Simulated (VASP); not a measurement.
# Au (Fm-3m) in VASP: further runs

Aim: see how the results for Au move with the level of theory and the settings. Levels: PBE, PBE-based screened hybrid with 25 % exact exchange. Tasks: single point.

All numbers are computed with VASP 6.6.1; they aren't measurements. Logs are shortened: lines on timing, memory, paths and dates and some standing lists are left out, and cuts for length are marked.

**1. The cell of the first run**

It takes space group Fm-3m (No. 225, cubic). The conventional cell has a = 4.070 Å, b = 4.070 Å, c = 4.070 Å, α = 90.00°, β = 90.00°, γ = 90.00°. Within 3.8 Å of Au (site symmetry m-3m) lie 12 Au at 2.88 Å.

**2. Single point, PBE**

INCAR reads:

```
PREC = Accurate ; ENCUT = 520
EDIFF = 1E-6 ; ISMEAR = -1
SIGMA = 0.03 ; LREAL = False
LASPH = True ; NELM = 80
ALGO = Fast ; ISIF = 2
LWAVE = False ; LCHARG = False
GGA = PE ; NBANDS = 12
```

KPOINTS reads:

```
regular mesh
0
Gamma
  7 7 7
```

POSCAR reads:

```
Au
1.0
    0.0000000000      2.0350000000      2.0350000000
    2.0350000000      0.0000000000      2.0350000000
    2.0350000000      2.0350000000      0.0000000000
Au
1
Direct
    0.0000000000      0.0000000000      0.0000000000
```

Potentials or basis: VASP PAW PBE potentials, release 64 (Au).

The run is started by

```sh
> cat potpaw_PBE.64/Au/POTCAR > POTCAR
> mpirun -np 1 vasp_std > vasp.out
```

OUTCAR:

```text
PREC = Accurate
   ENCUT = 520
   EDIFF = 1E-6
   ISMEAR = -1
   LREAL = False
   LASPH = True
   NELM = 80
   ISIF = 2
   GGA = PE

 ion  position               nearest neighbor table
   1  0.000  0.000  0.000-

  LATTYP: Found a face centered cubic cell.
 ALAT       =     4.0700000000

  Lattice vectors:

 A1 = (   0.0000000000,   2.0350000000,   2.0350000000)
 A2 = (   2.0350000000,   0.0000000000,   2.0350000000)
 A3 = (   2.0350000000,   2.0350000000,   0.0000000000)

Analysis of symmetry for initial positions (statically):
=====================================================================
 Subroutine PRICEL returns:
 Original cell was already a primitive cell.

 Routine SETGRP: Setting up the symmetry group for a
 face centered cubic supercell.

 Subroutine GETGRP returns: Found 48 space group operations
 (whereof 48 operations were pure point group operations)
 out of a pool of 48 trial point group operations.

The static configuration has the point symmetry O_h .

Analysis of symmetry for dynamics (positions and initial velocities):
=====================================================================
 Subroutine PRICEL returns:
 Original cell was already a primitive cell.

 Routine SETGRP: Setting up the symmetry group for a
 face centered cubic supercell.

 Subroutine GETGRP returns: Found 48 space group operations
 (whereof 48 operations were pure point group operations)
 out of a pool of 48 trial point group operations.

The dynamic configuration has the point symmetry O_h .

 Subroutine INISYM returns: Found 48 space group operations
 (whereof 48 operations are pure point group operations),
 and found     1 'primitive' translations

----------------------------------------------------------------------------------------

                                     Primitive cell

  volume of cell :      16.8548

  direct lattice vectors                    reciprocal lattice vectors
     0.000000000  2.035000000  2.035000000    -0.245700246  0.245700246  0.245700246
     2.035000000  0.000000000  2.035000000     0.245700246 -0.245700246  0.245700246
     2.035000000  2.035000000  0.000000000     0.245700246  0.245700246 -0.245700246

  length of vectors
     2.877924599  2.877924599  2.877924599     0.425565309  0.425565309  0.425565309

  position of ions in fractional coordinates (direct lattice)
     0.000000000  0.000000000  0.000000000

  ion indices of the primitive-cell ions
[... 75 lines left out ...]
   ISIF   =      2    stress and relaxation
   ISYM   =      2    0-nonsym 1-usesym 2-fastsym
   POTIM  = 0.5000    time-step for ionic-motion
   TEBEG  =    0.0;   TEEND  =   0.0 temperature during run
   PSTRESS=    0.0 pullay stress
   NELECT =      11.0000    total number of electrons
   NUPDOWN=      -1.0000    fix difference up-down
   EMIN   =  10.00;   EMAX   =-10.00  energy-range for DOS
   EFERMI =   0.00;   METHOD = LEGACY
   ISMEAR =    -1;   SIGMA  =   0.03  broadening in eV -4-tet -1-fermi 0-gaus
   EFERMI_NEDOS =   21; number of points for ismear=-14 and -15
   IALGO  =     68    algorithm
   IMIX   =      4    mixing-type and parameters
     AMIX     =   0.40;   BMIX     =  1.00
     AMIX_MAG =   1.60;   BMIX_MAG =  1.00
  volume/ion in A,a.u.               =      16.85       113.74
  Fermi-wavevector in a.u.,A,eV,Ry     =   1.420032  2.683470 27.436005  2.016489
  Thomas-Fermi vector in A             =   2.540990
   LORBIT       =      0    0 simple, 1 ext, 2 COOP (PROOUT), +10 PAW based schemes
   GGA     = PE    functional components
   LHFCALC =     F    Hartree Fock is set to
   AEXX    =    0.0000 exact exchange contribution
   IVDW    =     0    specifies the selected vdW correction
   LEPSILON=     F    determine dielectric tensor
   LRPA    =     F    only Hartree local field effects (RPA)
 non-spin polarized calculation
 RMM-DIIS sequential band-by-band and
  energy-cutoff  :      520.00
  volume of cell :       16.85
 maximum number of plane-waves:       465
 NGX is ok and might be reduce to    24
   NGX = 11   NGY = 11   NGZ = 11

 number of electron      10.9999999 magnetization

 Free energy of the ion-electron system (eV)
  ---------------------------------------------------
  ext. energy  EPLUGINS =         0.00000000
  ---------------------------------------------------
  free energy    TOTEN  =        -3.24028254 eV

  energy without entropy =       -3.23956930  energy(sigma->0) =       -3.23992592

 E-fermi :   9.2547     XC(G=0): -12.7806

 val. band max:        8.8989412704   @ k =   0.4286   0.2857   0.0000
 cond. band min:       9.2648082153   @ k =   0.4286   0.4286   0.0000
 fundamental gap:      0.3658669449
 Fermi energy:         9.2547175404

 k-point     1 :       0.0000    0.0000    0.0000
  band No.  band energies     occupation
      1      -0.3125      2.00000
      2       4.9179      2.00000
      3       4.9179      2.00000
      4       4.9179      2.00000
      5       6.4621      2.00000
      6       6.4621      2.00000
      7      24.1671      0.00000
      8      28.2296      0.00000
      9      28.2296      0.00000
     10      28.2296      0.00000
     11      33.1686      0.00000
     12      37.9379      0.00000
[... 271 lines left out ...]
 k-point    20 :      -0.2857    0.4286    0.1429
  band No.  band energies     occupation
      1       3.5746      2.00000
      2       4.0574      2.00000
      3       4.9002      2.00000
      4       6.3914      2.00000
      5       7.7733      2.00000
      6      13.4735      0.00000
      7      15.5718      0.00000
      8      16.7784      0.00000
      9      20.6629      0.00000
     10      29.8637      0.00000
     11      33.3756      0.00000
     12      35.1380      0.00000

------------------------ aborting loop because EDIFF is reached ----------------------------------------

  FORCE on cell =-STRESS in cart. coord.  units (eV):
  Direction    XX          YY          ZZ          XY          YZ          ZX
  --------------------------------------------------------------------------------------
  -------------------------------------------------------------------------------------
  Total        1.0823936      1.0823936      1.0823936      0.0000000      0.0000000      0.0000000
  in kB      102.8898526    102.8898526    102.8898526      0.0000000      0.0000000      0.0000000
  external PRESSURE =     102.8898526 kB  Pullay stress =       0.0000000 kB

 VOLUME and BASIS-vectors are now :
 -----------------------------------------------------------------------------
  energy-cutoff  :      520.00
  volume of cell :       16.85
      direct lattice vectors                 reciprocal lattice vectors
     0.000000000  2.035000000  2.035000000    -0.245700246  0.245700246  0.245700246
     2.035000000  0.000000000  2.035000000     0.245700246 -0.245700246  0.245700246
     2.035000000  2.035000000  0.000000000     0.245700246  0.245700246 -0.245700246

 POSITION                                       TOTAL-FORCE (eV/Angst)
 -----------------------------------------------------------------------------------
      0.00000      0.00000      0.00000         0.000000     -0.000000     -0.000000
 -----------------------------------------------------------------------------------
    total drift:                                0.000000     -0.000000      0.000000

  FREE ENERGIE OF THE ION-ELECTRON SYSTEM (eV)
  ---------------------------------------------------
  free  energy   TOTEN  =        -3.2402825431 eV

  energy  without entropy=       -3.2395692953  energy(sigma->0) =       -3.23992592
```

OSZICAR:

```text
N       E                     dE             d eps       ncg     rms          rms(c)
DAV:   1     0.526139846189E+02    0.52614E+02   -0.54641E+03   488   0.806E+02
DAV:   2    -0.276413208103E+01   -0.55378E+02   -0.52678E+02   572   0.193E+02
DAV:   3    -0.349844175958E+01   -0.73431E+00   -0.73390E+00   572   0.216E+01
DAV:   4    -0.350100216522E+01   -0.25604E-02   -0.25603E-02   592   0.147E+00
DAV:   5    -0.350102099880E+01   -0.18834E-04   -0.18833E-04   584   0.120E-01    0.962E+00
RMM:   6    -0.326050230746E+01    0.24052E+00   -0.27880E-01   484   0.443E+00    0.607E+00
RMM:   7    -0.324236583850E+01    0.18136E-01   -0.35387E-02   511   0.177E+00    0.281E+00
RMM:   8    -0.324027260902E+01    0.20932E-02   -0.28253E-03   533   0.462E-01    0.265E-01
RMM:   9    -0.324027825923E+01   -0.56502E-05   -0.28100E-04   563   0.141E-01    0.103E-01
RMM:  10    -0.324028108957E+01   -0.28303E-05   -0.40438E-05   546   0.448E-02    0.569E-02
RMM:  11    -0.324028254681E+01   -0.14572E-05   -0.98687E-06   499   0.209E-02    0.831E-03
RMM:  12    -0.324028254311E+01    0.36940E-08   -0.15921E-06   438   0.907E-03
   1 F= -.32402825E+01 E0= -.32399259E+01  d E =-.713248E-03
```

stdout:

```text
POSCAR found type information on POSCAR Au
 POSCAR found :  1 types and       1 ions
 scaLAPACK will be used
 LDA part: xc-table for (Slater+PW92), standard interpolation
 POSCAR, INCAR and KPOINTS ok, starting setup
 FFT: planning ... GRIDC
 FFT: planning ... GRID_SOFT
 FFT: planning ... GRID
 WAVECAR not read
 entering main loop
```

It took 8.1 s on 1 thread of AMD EPYC 7R43 (Zen 3), shared host; peak memory 0.11 GiB.

Results:

| Quantity | Value |
| --- | --- |
| Free energy | -3.2403 eV |
| Pressure | 10.3 GPa |
| Band gap on the k mesh | zero (an odd number of electrons rules out a gap without spin polarisation) |

Caveat: the k points lie up to 0.38 Å⁻¹ apart, too coarse for converged energies and pressures of a metal; spin-orbit coupling is left out, which moves the levels of the heavy elements.

(Continued in part 2 of 2.)
